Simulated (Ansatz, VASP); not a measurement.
Sb in VASP and in Ansatz

```
Sb
1.0
     0.00000    3.49741    3.49741
     3.49741    0.00000    3.49741
     3.49741    3.49741    0.00000
Sb
2
Direct
  0.87500 0.87500 0.87500
  0.12500 0.12500 0.12500
```

Alike in both runs: functional PBE; k mesh 11 × 11 × 11; occupations fermi-dirac, width 0.05 eV; non-collinear spin, spin-orbit coupling.

Ansatz relaxed the structure, and its values are those at the end. VASP's run is a single point on that final structure, the one shown.

|  | VASP | Ansatz |
| --- | --- | --- |
| version | VASP 6.6.1 | Ansatz 0.2.0 |
| potentials or method | VASP PAW PBE potentials, release 64 (Sb) | PAW with Ansatz's default frozen-core files, fully relativistic files with spin-orbit coupling |
| plane-wave cutoff (eV) | 520 | 420 |
| valence electrons in the cell | 10 | 30 |

|  | VASP | Ansatz | Ansatz less VASP |
| --- | --- | --- | --- |
| pressure (GPa) | 0.0 | 0.0 | -0.01 |
| net moment per atom (μB) | 0.00 | 0.00 | 0.000 |

VASP's potentials hold 10 valence electrons a cell and Ansatz's 30, so a difference there can come from the potentials and not from the codes.
